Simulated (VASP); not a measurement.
A run of VASP 6.6.1 is set up as follows.

Contents of INCAR:

```
SYSTEM = LaAl3N4
ALGO = Normal
EDIFF = 1E-6
ENCUT = 600
GGA = PE
GGA_COMPAT = .FALSE.
ISIF = 2
ISMEAR = 0
LASPH = .TRUE.
LCHARG = .FALSE.
LMAXMIX = 6
LREAL = .FALSE.
LWAVE = .FALSE.
NBANDS = 30
NELM = 200
PREC = Accurate
SIGMA = 0.01
```

The input KPOINTS:

```
k-points
0
G
  8 8 8
  0 0 0
```

POSCAR

```
LaAl3N4
1.0
   -2.3599780056      2.3599780056      4.1913541872
    2.3599780056     -2.3599780056      4.1913541872
    2.3599780056      2.3599780056     -4.1913541872
La N Al
1 4 3
Direct
    0.0000000000      0.0000000000      0.0000000000
    0.7191772039      0.7191772039      0.0000000000
    0.0000000000      0.5000000000      0.5000000000
    0.2808227961      0.2808227961      0.0000000000
    0.5000000000      0.0000000000      0.5000000000
    0.2500000000      0.7500000000      0.5000000000
    0.5000000000      0.5000000000      0.0000000000
    0.7500000000      0.2500000000      0.5000000000
```

Potentials or basis: VASP PAW PBE potentials, release 64 (La, N, Al).

Command:

```console
$ cat potpaw_PBE.64/La/POTCAR potpaw_PBE.64/N/POTCAR potpaw_PBE.64/Al/POTCAR > POTCAR
$ mpirun -np 1 vasp_std > vasp.out
```

What does it give for the largest force?

0.197 eV/Å.

Predict the pressure.

2.7 GPa.

Estimate the band gap on the k mesh.

0.20 eV (least direct gap 0.27 eV).

Stress tensor (GPa, compression positive):
```
2.28 0.00 0.00
0.00 2.28 0.00
0.00 0.00 3.45
```

Caveat: semilocal functionals underestimate gaps, and a narrow one can read as zero; spin-orbit coupling is left out, which moves the levels of the heavy elements. A k mesh can miss the band edges.
